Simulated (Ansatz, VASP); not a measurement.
Two plane-wave programs on Mo2C3

The input INCAR:

```
SYSTEM = Mo2C3
PREC = Accurate
ENCUT = 520
EDIFF = 1E-6
ISMEAR = 0
SIGMA = 0.1
LREAL = .FALSE.
LASPH = .TRUE.
NELM = 150
ALGO = Normal
ISIF = 2
LWAVE = .FALSE.
LCHARG = .FALSE.
ISPIN = 2
MAGMOM = 1 1 0 0 0
LORBIT = 11
LMAXMIX = 4
GGA = PE
NBANDS = 32
```

The input KPOINTS:

```
Automatic mesh
0
G
  6 6 4
  0 0 0
```

POSCAR

```
Mo2C3
1.0
    3.4248330470      0.0000000000      0.0000000000
    0.0000000000      3.4248330470      0.0000000000
    0.0000000000      0.0000000000      5.1843518075
Mo C
2 3
Direct
    0.5000000000      0.5000000000      0.7446524651
    0.5000000000      0.5000000000      0.2553475349
    0.0000000000      0.0000000000      0.0000000000
    0.5000000000      0.0000000000      0.0000000000
    0.0000000000      0.5000000000      0.0000000000
```

Input for Ansatz:

```yaml
crystal:
  lattice:
    - [3.424833047, 0.0, 0.0]
    - [0.0, 3.424833047, 0.0]
    - [0.0, 0.0, 5.1843518075]
  atoms:
    - { symbol: Mo, position: [0.5, 0.5, 0.7446524651], spin: 1.0 }
    - { symbol: Mo, position: [0.5, 0.5, 0.2553475349], spin: 1.0 }
    - { symbol: C, position: [0.0, 0.0, 0.0] }
    - { symbol: C, position: [0.5, 0.0, 0.0] }
    - { symbol: C, position: [0.0, 0.5, 0.0] }
basis:
  ecutwfc: 420
kpoints:
  mp_grid: { grid: [6, 6, 4] }
hamiltonian:
  xc: pbe
scf:
  occupations: { method: gaussian, width: 0.1 }
  lower_state_search: "off"
output:
  forces: true
  stress: true
  eigenvalues: true
  populations: true
magnetization:
  spin_polarized: true
```

Alike in both runs: task single point; functional PBE; k mesh 6 × 6 × 4; occupations gaussian, width 0.1 eV; collinear spin.

|  | VASP | Ansatz |
| --- | --- | --- |
| version | VASP 6.6.1 | Ansatz 0.2.0 |
| potentials or method | VASP PAW PBE potentials, release 64 (Mo_sv, C), cutoff 520 eV | scalar-relativistic, plane waves, PAW |
| valence electrons in the cell | 40 | 40 |

Ansatz gave:

```
gap on the k mesh at the Fermi level (eV)                     : none
pressure (GPa)                                                : -0.2
traceless stress, the component that is largest in VASP (GPa) : 0.00
rms of the force components (eV/Å)                            : 0.003
net moment per atom (μB)                                      : 0.00
```

Task: What did VASP give for the same quantities?

Result: gap on the k mesh at the Fermi level (eV): none; pressure (GPa): 0.1; traceless stress, the component that is largest in VASP (GPa): 0.13; rms of the force components (eV/Å): 0.013; net moment per atom (μB): 0.00.

Atom by atom the forces differ by 0.009 eV/Å (rms over components). A gap of «none» marks a metal or a gap that the smearing closes. Ansatz's warnings: seeded moment not kept.
